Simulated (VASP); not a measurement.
# Fe in VASP: single point with r2SCAN

Aim: the single point of Fe with r2SCAN.

Program: VASP 6.6.1. These are calculated values, not measurements. Logs are shortened: lines on timing, memory, paths and dates and some standing lists are left out, and cuts for length are marked.

## 1. The cell of the first run

The typed cell holds 4 atoms: a = 5.075 Å, b = 5.075 Å, c = 2.520 Å, α = 90.00°, β = 90.00°, γ = 129.44°.

## 2. Single point, r2SCAN, collinear spin, ferromagnetic start

Input file POSCAR:

```
Fe
1.0
    2.1673225992     -4.5893964796      0.0000000000
    2.1673225992      4.5893964796      0.0000000000
    0.0000000000      0.0000000000      2.5197187074
Fe
4
Direct
    0.1314305691      0.8685694309     -0.0000331440
    0.6314305691      0.3685694309      0.5000331440
    0.8685694309      0.1314305691      1.0000331440
    0.3685694309      0.6314305691      0.4999668560
```

Input file INCAR.step1:

```
PREC = Accurate
ENCUT = 520
ISMEAR = 0
SIGMA = 0.1
LREAL = F
LASPH = T
NELM = 150
ISPIN = 2
MAGMOM = 2.73 2.73 2.73 2.73
LMAXMIX = 4
NBANDS = 28
GGA = PE
ALGO = Normal
EDIFF = 1E-4
LWAVE = T
LCHARG = F
```

Input file INCAR.step2:

```
PREC = Accurate
ENCUT = 520
EDIFF = 1E-6
ISMEAR = 0
SIGMA = 0.1
LREAL = F
LASPH = T
NELM = 150
ALGO = Normal
ISIF = 2
LWAVE = F
LCHARG = F
ISPIN = 2
MAGMOM = 2.73 2.73 2.73 2.73
LORBIT = 11
LMAXMIX = 4
METAGGA = R2SCAN
LMIXTAU = T
NBANDS = 28
ISTART = 1
```

Input file KPOINTS:

```
Automatic mesh
0
Gamma
  6 6 4
```

Potentials or basis: VASP PAW PBE potentials, release 64 (Fe).

Started as:

```
> cat potpaw_PBE.64/Fe/POTCAR > POTCAR
> cp INCAR.step1 INCAR
> mpirun -np 1 vasp_std > vasp.out
> cp INCAR.step2 INCAR
> mpirun -np 1 vasp_std > vasp.out
```

OUTCAR:

```text
PREC = Accurate
   ENCUT = 520
   EDIFF = 1E-6
   ISMEAR = 0
   LREAL = F
   LASPH = T
   NELM = 150
   ISIF = 2
   ISPIN = 2
   LORBIT = 11
   METAGGA = R2SCAN
   ISTART = 1

 ion  position               nearest neighbor table
   1  0.131  0.869  1.000-   3 2.41   2 2.51   2 2.51   2 2.51   2 2.51   4 2.51   4 2.51   3 3.07
                             3 3.07
   2  0.631  0.369  0.500-   4 2.41   1 2.51   1 2.51   1 2.51   1 2.51   3 2.51   3 2.51   4 3.07
                             4 3.07
   3  0.869  0.131  0.000-   1 2.41   4 2.51   4 2.51   4 2.51   4 2.51   2 2.51   2 2.51   1 3.07
                             1 3.07
   4  0.369  0.631  0.500-   2 2.41   3 2.51   3 2.51   3 2.51   3 2.51   1 2.51   1 2.51   2 3.07
                             2 3.07

  LATTYP: Found a base centered orthorhombic cell.
 ALAT       =     4.3346451984
 B/A-ratio  =     2.1175419300
 C/A-ratio  =     0.5812975669

  Lattice vectors:

 A1 = (   2.1673225992,  -4.5893964796,   0.0000000000)
 A2 = (   2.1673225992,   4.5893964796,   0.0000000000)
 A3 = (   0.0000000000,   0.0000000000,   2.5197187074)

Analysis of symmetry for initial positions (statically):
=====================================================================
 Subroutine PRICEL returns:
 Original cell was already a primitive cell.

 Routine SETGRP: Setting up the symmetry group for a
 base centered orthorhombic supercell.

 Subroutine GETGRP returns: Found  8 space group operations
 (whereof  4 operations were pure point group operations)
 out of a pool of  8 trial point group operations.

The static configuration has the point symmetry C_2h.
 The point group associated with its full space group is D_2h.

Analysis of symmetry for dynamics (positions and initial velocities):
=====================================================================
 Subroutine PRICEL returns:
 Original cell was already a primitive cell.

 Routine SETGRP: Setting up the symmetry group for a
 base centered orthorhombic supercell.

 Subroutine GETGRP returns: Found  8 space group operations
 (whereof  4 operations were pure point group operations)
 out of a pool of  8 trial point group operations.

The dynamic configuration has the point symmetry C_2h.
 The point group associated with its full space group is D_2h.

Analysis of structural, dynamic, and magnetic symmetry:
=====================================================================
 Subroutine PRICEL returns:
 Original cell was already a primitive cell.

 Routine SETGRP: Setting up the symmetry group for a
 base centered orthorhombic supercell.

 Subroutine GETGRP returns: Found  8 space group operations
 (whereof  4 operations were pure point group operations)
 out of a pool of  8 trial point group operations.

The overall configuration has the point symmetry C_2h.
 The point group associated with its full space group is D_2h.

 Subroutine INISYM returns: Found  8 space group operations
 (whereof  4 operations are pure point group operations),
 and found     1 'primitive' translations

----------------------------------------------------------------------------------------

                                     Primitive cell

  volume of cell :      50.1258

  direct lattice vectors                    reciprocal lattice vectors
     2.167322599 -4.589396480  0.000000000     0.230699389 -0.108946787  0.000000000
     2.167322599  4.589396480  0.000000000     0.230699389  0.108946787  0.000000000
     0.000000000  0.000000000  2.519718707     0.000000000  0.000000000  0.396869697

  length of vectors
     5.075415973  5.075415973  2.519718707     0.255130576  0.255130576  0.396869697

  position of ions in fractional coordinates (direct lattice)
     0.131430569  0.868569431  0.999966856
     0.631430569  0.368569431  0.500033144
     0.868569431  0.131430569  0.000033144
     0.368569431  0.631430569  0.499966856

  ion indices of the primitive-cell ions
   primitive index   ion index
                 1           1
                 2           2
                 3           3
                 4           4

----------------------------------------------------------------------------------------
[... 27 lines left out ...]
  0.000000  0.000000  0.000000      1.000000
  0.166667 -0.000000  0.000000      4.000000
  0.333333  0.000000  0.000000      4.000000
  0.500000  0.000000  0.000000      2.000000
  0.166667  0.166667  0.000000      2.000000
  0.333333  0.166667  0.000000      4.000000
[... 16 lines left out ...]
  0.333333  0.333333  0.250000      4.000000
  0.500000  0.333333  0.250000      8.000000
 [... further k-points ...]
   k-points           NKPTS =     39   k-points in BZ     NKDIM =     39   number of bands    NBANDS=     28
   number of dos      NEDOS =    301   number of ions     NIONS =      4
   total plane-waves  NPLWV =  32000
   dimension x,y,z NGX =    40 NGY =   40 NGZ =   20
   dimension x,y,z NGXF=    80 NGYF=   80 NGZF=   40
   ions per type =               4
   NGX,Y,Z   is equivalent  to a cutoff of  13.10, 13.10, 13.20 a.u.
   NGXF,Y,Z  is equivalent  to a cutoff of  26.20, 26.20, 26.39 a.u.
 SYSTEM =  unknown system
   PREC   = accura    normal or accurate (medium, high low for compatibility)
   ISTART =      1    job   : 0-new  1-cont  2-samecut
   ICHARG =      0    charge: 1-file 2-atom 10-const
   ISPIN  =      2    spin polarized calculation?
   LNONCOLLINEAR =      F non collinear calculations
   LSORBIT =      F    spin-orbit coupling
   LASPH  =      T    aspherical Exc in radial PAW
   ENCUT  =  520.0 eV  38.22 Ry    6.18 a.u.   9.44  9.44  4.69*2*pi/ulx,y,z
   NELM   =    150;   NELMIN=  2; NELMDL=  0     # of ELM steps
   EDIFF  = 0.1E-05   stopping-criterion for ELM
   LREAL  =      F    real-space projection
   EDIFFG = 0.1E-04   stopping-criterion for IOM
   NSW    =      0    number of steps for IOM
   IBRION =     -1    ionic relax: 0-MD 1-quasi-New 2-CG
   NFREE  =      0    steps in history (QN), initial steepest desc. (CG)
   ISIF   =      2    stress and relaxation
   ISYM   =      2    0-nonsym 1-usesym 2-fastsym
   POTIM  = 0.5000    time-step for ionic-motion
   TEBEG  =    0.0;   TEEND  =   0.0 temperature during run
   PSTRESS=    0.0 pullay stress
   NELECT =      32.0000    total number of electrons
   NUPDOWN=      -1.0000    fix difference up-down
   EMIN   =  10.00;   EMAX   =-10.00  energy-range for DOS
   EFERMI =   0.00;   METHOD = LEGACY
   ISMEAR =     0;   SIGMA  =   0.10  broadening in eV -4-tet -1-fermi 0-gaus
   EFERMI_NEDOS =   21; number of points for ismear=-14 and -15
   IALGO  =     38    algorithm
   IMIX   =      4    mixing-type and parameters
     AMIX     =   0.40;   BMIX     =  1.00
     AMIX_MAG =   1.60;   BMIX_MAG =  1.00
  volume/ion in A,a.u.               =      12.53        84.57
  Fermi-wavevector in a.u.,A,eV,Ry     =   1.409628  2.663810 27.035460  1.987050
  Thomas-Fermi vector in A             =   2.531664
   LORBIT       =     11    0 simple, 1 ext, 2 COOP (PROOUT), +10 PAW based schemes
   METAGGA = R2SCAN    functional components
   LHFCALC =     F    Hartree Fock is set to
   AEXX    =    0.0000 exact exchange contribution
   IVDW    =     0    specifies the selected vdW correction
   LEPSILON=     F    determine dielectric tensor
   LRPA    =     F    only Hartree local field effects (RPA)
 spin polarized calculation
 Gauss-broadening in eV      SIGMA  =   0.10
  energy-cutoff  :      520.00
  volume of cell :       50.13
 maximum number of plane-waves:      1369
 NGX is ok and might be reduce to    40
   NGX = 19   NGY = 19   NGZ =  9

 number of electron      31.9999996 magnetization      11.1114237

 Free energy of the ion-electron system (eV)
  ---------------------------------------------------
  ext. energy  EPLUGINS =         0.00000000
  ---------------------------------------------------
  free energy    TOTEN  =       -56.41568387 eV

  energy without entropy =      -56.40364996  energy(sigma->0) =      -56.40966691

 E-fermi :   5.4777     XC(G=0): -13.5670

 val. band max:        5.4489893198   @ k =   0.5000   0.0000   0.0000
 cond. band min:       5.4964270131   @ k =  -0.1667   0.1667   0.2500
 fundamental gap:      0.0474376933
 Fermi energy:         5.4777216786

 spin component 1

 k-point     1 :       0.0000    0.0000    0.0000
  band No.  band energies     occupation
      1      -3.3269      1.00000
      2       0.0224      1.00000
      3       0.1102      1.00000
      4       0.4504      1.00000
      5       0.5074      1.00000
      6       0.7946      1.00000
[... 733 lines left out ...]
     27      15.5451      0.00000
     28      16.0392      0.00000

 [... further k-points ...]

 spin component 2

 k-point     1 :       0.0000    0.0000    0.0000
  band No.  band energies     occupation
      1      -3.6854      1.00000
      2       1.3950      1.00000
      3       2.3713      1.00000
      4       2.7201      1.00000
      5       3.0255      1.00000
      6       3.3864      1.00000
[... 733 lines left out ...]
     27      16.9298      0.00000
     28      17.2800      0.00000

 [... further k-points ...]

------------------------ aborting loop because EDIFF is reached ----------------------------------------

  FORCE on cell =-STRESS in cart. coord.  units (eV):
  Direction    XX          YY          ZZ          XY          YZ          ZX
  --------------------------------------------------------------------------------------
  -------------------------------------------------------------------------------------
  Total        0.0216224     -0.1133792     -0.0123142      0.0000000      0.0000000      0.0000000
  in kB        0.6911209     -3.6239545     -0.3936010      0.0000000      0.0000000      0.0000000
  external PRESSURE =      -1.1088115 kB  Pullay stress =       0.0000000 kB

 VOLUME and BASIS-vectors are now :
 -----------------------------------------------------------------------------
  energy-cutoff  :      520.00
  volume of cell :       50.13
      direct lattice vectors                 reciprocal lattice vectors
     2.167322599 -4.589396480  0.000000000     0.230699389 -0.108946787  0.000000000
     2.167322599  4.589396480  0.000000000     0.230699389  0.108946787  0.000000000
     0.000000000  0.000000000  2.519718707     0.000000000  0.000000000  0.396869697

 POSITION                                       TOTAL-FORCE (eV/Angst)
 -----------------------------------------------------------------------------------
      2.16732      3.38302      2.51964         0.000000     -0.026850      0.000611
      2.16732     -1.20637      1.25994         0.000000     -0.026850     -0.000611
      2.16732     -3.38302      0.00008         0.000000      0.026850     -0.000611
      2.16732      1.20637      1.25978         0.000000      0.026850      0.000611
 -----------------------------------------------------------------------------------
    total drift:                               -0.000000      0.000000     -0.000000

  FREE ENERGIE OF THE ION-ELECTRON SYSTEM (eV)
  ---------------------------------------------------
  free  energy   TOTEN  =       -56.4156838671 eV

  energy  without entropy=      -56.4036499560  energy(sigma->0) =      -56.40966691

 total charge

# of ion       s       p       d       tot
------------------------------------------
    1        0.483   0.496   6.178   7.157
    2        0.483   0.496   6.178   7.157
    3        0.483   0.496   6.178   7.157
    4        0.483   0.496   6.178   7.157
--------------------------------------------------
tot          1.930   1.984  24.713  28.628

 magnetization (x)

# of ion       s       p       d       tot
------------------------------------------
    1        0.001  -0.061   2.882   2.822
    2        0.001  -0.061   2.882   2.822
    3        0.001  -0.061   2.882   2.822
    4        0.001  -0.061   2.882   2.822
--------------------------------------------------
tot          0.002  -0.246  11.530  11.287
```

It took 4.9 min on 1 thread of Intel Xeon Platinum 8259CL at 2.50GHz (Skylake/Cascade Lake), shared host; peak memory 0.26 GiB.

Results:

| Item | Value |
| --- | --- |
| Free energy | -56.4157 eV |
| Pressure | -0.1 GPa |
| Largest force | 0.027 eV/Å |
| Net moment | 11.11 μB per cell |
| Site moments | Fe +2.82 μB |
| Valence electrons inside the program's atomic spheres | Fe 7.16 |

Forces in eV/Å, atoms in the order of the input:
```
Fe   0.000 -0.027  0.001
Fe   0.000 -0.027 -0.001
Fe   0.000  0.027 -0.001
Fe   0.000  0.027  0.001
```

Stress tensor (GPa, compression positive):
```
 0.07  0.00  0.00
 0.00 -0.36  0.00
 0.00  0.00 -0.04
```

Levels at points of the mesh, in eV from the Fermi level:
Spin up:
```tsv
k point	band 18	band 19	band 20	band 21	band 22	band 23	band 24	band 25	band 26	band 27
(0.00, 0.00, 0.00)	-1.97	-1.87	-1.42	-1.35	-1.21	2.23	2.90	3.86	5.16	5.47
(0.50, 0.00, 0.00)	-2.33	-2.25	-2.25	-1.97	-1.97	-0.03	-0.03	7.67	7.67	13.20
(0.50, 0.50, 0.00)	-2.23	-1.65	-1.31	-1.25	-0.77	-0.77	4.91	6.20	6.54	10.05
(0.00, 0.00, 0.50)	-2.71	-1.15	-1.15	0.66	0.66	6.78	6.78	6.87	6.87	10.18
(0.50, 0.00, 0.50)	-1.31	-1.27	-1.27	0.86	0.86	2.93	2.93	5.05	5.05	8.88
(0.50, 0.50, 0.50)	-2.31	-1.18	-1.18	1.80	1.80	2.01	2.01	8.41	8.41	8.89
```
Spin down:
```tsv
k point	band 7	band 8	band 9	band 10	band 11	band 12	band 13	band 14
(0.00, 0.00, 0.00)	-2.04	-1.65	-0.37	0.21	0.31	0.38	0.56	0.64
(0.50, 0.00, 0.00)	-0.95	-0.95	-0.72	-0.72	0.13	0.13	1.21	1.21
(0.50, 0.50, 0.00)	-1.15	-1.07	-0.86	0.03	0.39	0.52	0.58	1.48
(0.00, 0.00, 0.50)	-1.48	-1.48	-1.12	-1.12	-0.21	-0.21	1.05	1.05
(0.50, 0.00, 0.50)	-1.85	-1.85	-0.84	-0.84	0.65	0.65	1.68	1.68
(0.50, 0.50, 0.50)	-1.71	-1.71	-0.52	-0.52	0.19	0.19	0.23	0.23
```

Caveat: the k points lie up to 0.62 Å⁻¹ apart; the PAW data sets were made with another functional, which shifts forces and pressure a little.
